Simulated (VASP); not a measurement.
# Rh (Immm) in VASP: further runs

Rh is run at these levels: PBEsol; tasks: single point.

Everything below comes from runs of VASP 6.6.1. Logs are shortened: lines on timing, memory, paths and dates and some standing lists are left out, and cuts for length are marked.

### 1 The cell of the first run

The structure is orthorhombic, space group Immm (No. 71). The conventional cell has a = 2.679 Å, b = 2.699 Å, c = 3.803 Å, α = 90.00°, β = 90.00°, γ = 90.00°. Within 3.5 Å of Rh (site symmetry mmm) lie 12 Rh at 2.68 to 2.70 Å.

### 2 Single point, PBEsol (strain +0.0075 x Voigt [0, 0, 0, 1, 0, 0])

File INCAR:

```
SYSTEM = Rh
PREC = Accurate
ENCUT = 520
EDIFF = 1E-7
ISMEAR = 0
SIGMA = 0.15
LREAL = .False.
LASPH = .True.
NELM = 60
ALGO = Fast
ISIF = 2
LWAVE = .False.
LCHARG = .False.
GGA = PS
NBANDS = 14
```

File KPOINTS:

```
regular mesh
0
Gamma
  22 22 22
  0 0 0
```

File POSCAR:

```
Rh
1.0
    0.0000000000      1.9086808125      1.9086808125
    1.9015500000      0.0071308125      1.9015500000
    1.9015500000      1.9015500000      0.0071308125
Rh
1
Direct
    0.0000000000      0.0000000000      0.0000000000
```

Potentials or basis: VASP PAW PBE potentials, release 64 (Rh_pv).

Run with:

```sh
cat potpaw_PBE.64/Rh_pv/POTCAR > POTCAR
mpirun -np 1 vasp_std > vasp.out
```

OUTCAR:

```text
SYSTEM = Rh
   PREC = Accurate
   ENCUT = 520
   EDIFF = 1E-7
   ISMEAR = 0
   LREAL = .False.
   LASPH = .True.
   NELM = 60
   ISIF = 2
   GGA = PS

 ion  position               nearest neighbor table
   1  0.000  0.000  0.000-

  LATTYP: Found a body centered orthorhombic cell.
 ALAT       =     2.6791133078
 B/A-ratio  =     1.0075282309
 C/A-ratio  =     1.4195368255

  Lattice vectors:

 A1 = (  -1.9015500000,   1.9015500000,   0.0071308125)
 A2 = (  -1.9015500000,  -1.9015500000,  -0.0071308125)
 A3 = (   1.9015500000,   0.0071308125,   1.9015500000)

Analysis of symmetry for initial positions (statically):
=====================================================================
 Subroutine PRICEL returns:
 Original cell was already a primitive cell.

 Routine SETGRP: Setting up the symmetry group for a
 body centered orthorhombic supercell.

 Subroutine GETGRP returns: Found  8 space group operations
 (whereof  8 operations were pure point group operations)
 out of a pool of  8 trial point group operations.

The static configuration has the point symmetry D_2h.

Analysis of symmetry for dynamics (positions and initial velocities):
=====================================================================
 Subroutine PRICEL returns:
 Original cell was already a primitive cell.

 Routine SETGRP: Setting up the symmetry group for a
 body centered orthorhombic supercell.

 Subroutine GETGRP returns: Found  8 space group operations
 (whereof  8 operations were pure point group operations)
 out of a pool of  8 trial point group operations.

The dynamic configuration has the point symmetry D_2h.

 Subroutine INISYM returns: Found  8 space group operations
 (whereof  8 operations are pure point group operations),
 and found     1 'primitive' translations

----------------------------------------------------------------------------------------

                                     Primitive cell

  volume of cell :      13.7514

  direct lattice vectors                    reciprocal lattice vectors
     0.000000000  1.908680813  1.908680813    -0.262943388  0.261961034  0.261961034
     1.901550000  0.007130812  1.901550000     0.262943388 -0.263933138  0.263933138
     1.901550000  1.901550000  0.007130812     0.262943388  0.263933138 -0.263933138

  length of vectors
     2.699282291  2.689207254  2.689207254     0.454297692  0.456574887  0.456574887

  position of ions in fractional coordinates (direct lattice)
     0.000000000  0.000000000  0.000000000

  ion indices of the primitive-cell ions
   primitive index   ion index
                 1           1

----------------------------------------------------------------------------------------

 KPOINTS: regular mesh

Automatic generation of k-mesh.
 Grid dimensions read from file:
 generate k-points for:   22   22   22

 Generating k-lattice:

  Cartesian coordinates                     Fractional coordinates (reciprocal lattice)
    -0.011951972  0.011907320  0.011907320     0.045454545 -0.000000000 -0.000000000
     0.011951972 -0.011996961  0.011996961     0.000000000  0.045454545  0.000000000
     0.011951972  0.011996961 -0.011996961     0.000000000  0.000000000  0.045454545

  Length of vectors
     0.020649895  0.020753404  0.020753404

  Shift w.r.t. Gamma in fractional coordinates (k-lattice)
     0.000000000  0.000000000  0.000000000

 Subroutine IBZKPT returns following result:
 ===========================================

 Found   1530 irreducible k-points:

 Following reciprocal coordinates:
            Coordinates               Weight
  0.000000  0.000000  0.000000      1.000000
  0.045455 -0.000000 -0.000000      4.000000
  0.090909 -0.000000 -0.000000      4.000000
  0.136364 -0.000000 -0.000000      4.000000
  0.181818 -0.000000 -0.000000      4.000000
  0.227273 -0.000000 -0.000000      4.000000
[... 16 lines left out ...]
  0.454545  0.045455 -0.000000      8.000000
  0.500000  0.045455  0.000000      8.000000
 [... further k-points ...]
   k-points           NKPTS =   1530   k-points in BZ     NKDIM =   1530   number of bands    NBANDS=     14
   number of dos      NEDOS =    301   number of ions     NIONS =      1
   total plane-waves  NPLWV =   8000
   dimension x,y,z NGX =    20 NGY =   20 NGZ =   20
   dimension x,y,z NGXF=    40 NGYF=   40 NGZF=   40
   ions per type =               1
   NGX,Y,Z   is equivalent  to a cutoff of  12.32, 12.36, 12.36 a.u.
   NGXF,Y,Z  is equivalent  to a cutoff of  24.64, 24.73, 24.73 a.u.
 SYSTEM =  Rh
   PREC   = accura    normal or accurate (medium, high low for compatibility)
   ISTART =      0    job   : 0-new  1-cont  2-samecut
   ICHARG =      2    charge: 1-file 2-atom 10-const
   ISPIN  =      1    spin polarized calculation?
   LNONCOLLINEAR =      F non collinear calculations
   LSORBIT =      F    spin-orbit coupling
   LASPH  =      T    aspherical Exc in radial PAW
   ENCUT  =  520.0 eV  38.22 Ry    6.18 a.u.   5.02  5.00  5.00*2*pi/ulx,y,z
   NELM   =     60;   NELMIN=  2; NELMDL= -5     # of ELM steps
   EDIFF  = 0.1E-06   stopping-criterion for ELM
   LREAL  =      F    real-space projection
   EDIFFG = 0.1E-05   stopping-criterion for IOM
   NSW    =      0    number of steps for IOM
   IBRION =     -1    ionic relax: 0-MD 1-quasi-New 2-CG
   NFREE  =      0    steps in history (QN), initial steepest desc. (CG)
   ISIF   =      2    stress and relaxation
   ISYM   =      2    0-nonsym 1-usesym 2-fastsym
   POTIM  = 0.5000    time-step for ionic-motion
   TEBEG  =    0.0;   TEEND  =   0.0 temperature during run
   PSTRESS=    0.0 pullay stress
   NELECT =      15.0000    total number of electrons
   NUPDOWN=      -1.0000    fix difference up-down
   EMIN   =  10.00;   EMAX   =-10.00  energy-range for DOS
   EFERMI =   0.00;   METHOD = LEGACY
   ISMEAR =     0;   SIGMA  =   0.15  broadening in eV -4-tet -1-fermi 0-gaus
   EFERMI_NEDOS =   21; number of points for ismear=-14 and -15
   IALGO  =     68    algorithm
   IMIX   =      4    mixing-type and parameters
     AMIX     =   0.40;   BMIX     =  1.00
     AMIX_MAG =   1.60;   BMIX_MAG =  1.00
  volume/ion in A,a.u.               =      13.75        92.80
  Fermi-wavevector in a.u.,A,eV,Ry     =   1.685218  3.184601 38.640018  2.839961
  Thomas-Fermi vector in A             =   2.768101
   LORBIT       =      0    0 simple, 1 ext, 2 COOP (PROOUT), +10 PAW based schemes
   GGA     = PS    functional components
   LHFCALC =     F    Hartree Fock is set to
   AEXX    =    0.0000 exact exchange contribution
   IVDW    =     0    specifies the selected vdW correction
   LEPSILON=     F    determine dielectric tensor
   LRPA    =     F    only Hartree local field effects (RPA)
 non-spin polarized calculation
 RMM-DIIS sequential band-by-band and
 Gauss-broadening in eV      SIGMA  =   0.15
  energy-cutoff  :      520.00
  volume of cell :       13.75
 maximum number of plane-waves:       381
   NGX =  9   NGY =  9   NGZ =  9

 number of electron      15.0000007 magnetization

 Free energy of the ion-electron system (eV)
  ---------------------------------------------------
  ext. energy  EPLUGINS =         0.00000000
  ---------------------------------------------------
  free energy    TOTEN  =        -8.14091222 eV

  energy without entropy =       -8.12593286  energy(sigma->0) =       -8.13342254

 E-fermi :  11.7475     XC(G=0): -14.2170

 val. band max:       11.7452280035   @ k =  -0.0909  -0.3636   0.2727
 cond. band min:      11.7476555802   @ k =  -0.1364   0.1818   0.1364
 fundamental gap:      0.0024275767
 Fermi energy:        11.7474960542

 k-point     1 :       0.0000    0.0000    0.0000
  band No.  band energies     occupation
      1     -34.5858      2.00000
      2     -34.5845      2.00000
      3     -34.5831      2.00000
      4       3.6984      2.00000
      5       8.6098      2.00000
      6       8.6540      2.00000
      7       8.7020      2.00000
      8      10.7678      2.00000
      9      10.7682      2.00000
     10      27.6849      0.00000
     11      32.1166      0.00000
     12      33.0150      0.00000
     13      33.1355      0.00000
     14      33.2556      0.00000

 k-point     2 :       0.0455   -0.0000   -0.0000
  band No.  band energies     occupation
      1     -34.6006      2.00000
      2     -34.5869      2.00000
      3     -34.5852      2.00000
      4       3.7817      2.00000
      5       8.5831      2.00000
      6       8.6751      2.00000
      7       8.7348      2.00000
      8      10.7498      2.00000
      9      10.7501      2.00000
     10      27.8059      0.00000
     11      32.1143      0.00000
     12      32.5729      0.00000
     13      33.2228      0.00000
     14      33.3767      0.00000

 k-point     3 :       0.0909   -0.0000   -0.0000
  band No.  band energies     occupation
      1     -34.6452      2.00000
      2     -34.5927      2.00000
      3     -34.5913      2.00000
      4       4.0248      2.00000
      5       8.4875      2.00000
      6       8.7582      2.00000
      7       8.8249      2.00000
      8      10.7059      2.00000
      9      10.7061      2.00000
     10      28.1429      0.00000
     11      31.4816      0.00000
     12      32.1211      0.00000
     13      33.5806      0.00000
     14      33.7320      0.00000
[... 324 lines left out ...]
 k-point    23 :       0.4545    0.0455   -0.0000
  band No.  band energies     occupation
      1     -35.2845      2.00000
      2     -34.6883      2.00000
      3     -34.6854      2.00000
      4       5.6801      2.00000
      5       8.5715      2.00000
      6       8.6854      2.00000
      7      11.1519      2.00000
      8      12.2668      0.00000
      9      12.8349      0.00000
     10      20.9675      0.00000
     11      27.4929      0.00000
     12      32.1178      0.00000
     13      32.9322      0.00000
     14      33.3395      0.00000

 k-point    24 :       0.5000    0.0455    0.0000
  band No.  band energies     occupation
      1     -35.3079      2.00000
      2     -34.6941      2.00000
      3     -34.6864      2.00000
      4       5.6495      2.00000
      5       8.5394      2.00000
      6       8.6430      2.00000
      7      11.4661      1.99202
      8      12.3140      0.00000
      9      13.2253      0.00000
     10      20.3105      0.00000
     11      27.3387      0.00000
     12      32.1173      0.00000
     13      32.7928      0.00000
     14      32.8992      0.00000

 [... further k-points ...]
[... 5 lines left out ...]
  --------------------------------------------------------------------------------------
  -------------------------------------------------------------------------------------
  Total       -0.4400378     -0.4374218     -0.4374218      0.0000000     -0.1286251      0.0000000
  in kB      -51.2688336    -50.9640417    -50.9640417      0.0000000    -14.9861158      0.0000000
  external PRESSURE =     -51.0656390 kB  Pullay stress =       0.0000000 kB

 VOLUME and BASIS-vectors are now :
 -----------------------------------------------------------------------------
  energy-cutoff  :      520.00
  volume of cell :       13.75
      direct lattice vectors                 reciprocal lattice vectors
     0.000000000  1.908680813  1.908680813    -0.262943388  0.261961034  0.261961034
     1.901550000  0.007130812  1.901550000     0.262943388 -0.263933138  0.263933138
     1.901550000  1.901550000  0.007130812     0.262943388  0.263933138 -0.263933138

 POSITION                                       TOTAL-FORCE (eV/Angst)
 -----------------------------------------------------------------------------------
      0.00000      0.00000      0.00000        -0.000000      0.000000     -0.000000
 -----------------------------------------------------------------------------------
    total drift:                                0.000000      0.000000      0.000000

  FREE ENERGIE OF THE ION-ELECTRON SYSTEM (eV)
  ---------------------------------------------------
  free  energy   TOTEN  =        -8.1409122174 eV

  energy  without entropy=       -8.1259328572  energy(sigma->0) =       -8.13342254
```

It took 3.9 min on 1 thread of Intel Xeon Platinum 8375C at 2.90GHz (Ice Lake), shared host; peak memory 0.35 GiB.

What came out:

```
Free energy : -8.1409 eV
Pressure    : -5.1 GPa
```

Stress tensor (GPa, compression positive):
```
-5.13  0.00  0.00
 0.00 -5.10 -1.50
 0.00 -1.50 -5.10
```

Caveat: the cell differs from its parent crystal (strain +0.0075 x Voigt [0, 0, 0, 1, 0, 0]); the PAW data sets were made with another functional, which shifts forces and pressure a little.

### 3 Single point, PBEsol (strain +0.0025 x Voigt [0, 0, 0, 1, 0, 0])

File INCAR:

```
SYSTEM = Rh
  ALGO = Fast
  EDIFF = 1E-6
  ENCUT = 520
  GGA = PS
  ISIF = 2
  ISMEAR = 0
  LASPH = .TRUE.
  LCHARG = .FALSE.
  LREAL = .FALSE.
  LWAVE = .FALSE.
  NBANDS = 14
  NELM = 100
  PREC = Accurate
  SIGMA = 0.15
```

File KPOINTS:

```
k-points
0
G
  22 22 22
  0 0 0
```

File POSCAR:

```
Rh
1.0
    0.0000000000      1.9039269375      1.9039269375
    1.9015500000      0.0023769375      1.9015500000
    1.9015500000      1.9015500000      0.0023769375
Rh
1
Direct
    0.0000000000      0.0000000000      0.0000000000
```

Potentials or basis: VASP PAW PBE potentials, release 64 (Rh_pv).

Run with:

```sh
cat potpaw_PBE.64/Rh_pv/POTCAR > POTCAR
mpirun -np 1 vasp_std > vasp.out
```

Run time: 2.3 min. Hardware: 1 thread of Intel Xeon Platinum 8375C at 2.90GHz (Ice Lake), shared host; peak memory 0.36 GiB.

It converged, with:

| Quantity | Value |
| --- | --- |
| Free energy | -8.1413 eV |
| Pressure | -5.1 GPa |

Stress tensor (GPa, compression positive):
```
-5.09  0.00  0.00
 0.00 -5.09 -0.50
 0.00 -0.50 -5.09
```

Levels at points of the mesh, in eV from the Fermi level:
| k point | band 4 | band 5 | band 6 | band 7 | band 8 | band 9 | band 10 | band 11 |
| --- | --- | --- | --- | --- | --- | --- | --- | --- |
| (0.00, 0.00, 0.00) | -8.05 | -3.11 | -3.09 | -3.08 | -0.98 | -0.98 | 15.94 | 20.37 |
| (0.50, 0.00, 0.00) | -6.16 | -3.17 | -3.15 | 0.57 | 0.59 | 0.64 | 8.57 | 15.45 |
| (0.00, 0.50, 0.00) | -6.16 | -3.18 | -3.15 | 0.58 | 0.59 | 0.67 | 8.61 | 15.43 |
| (0.50, 0.50, 0.00) | -6.34 | -5.97 | 0.56 | 0.99 | 0.99 | 3.18 | 12.23 | 13.23 |
| (0.00, 0.50, 0.50) | -6.34 | -5.97 | 0.56 | 0.99 | 1.00 | 3.18 | 12.23 | 13.19 |

Caveat: the cell differs from its parent crystal (strain +0.0025 x Voigt [0, 0, 0, 1, 0, 0]); the PAW data sets were made with another functional, which shifts forces and pressure a little.
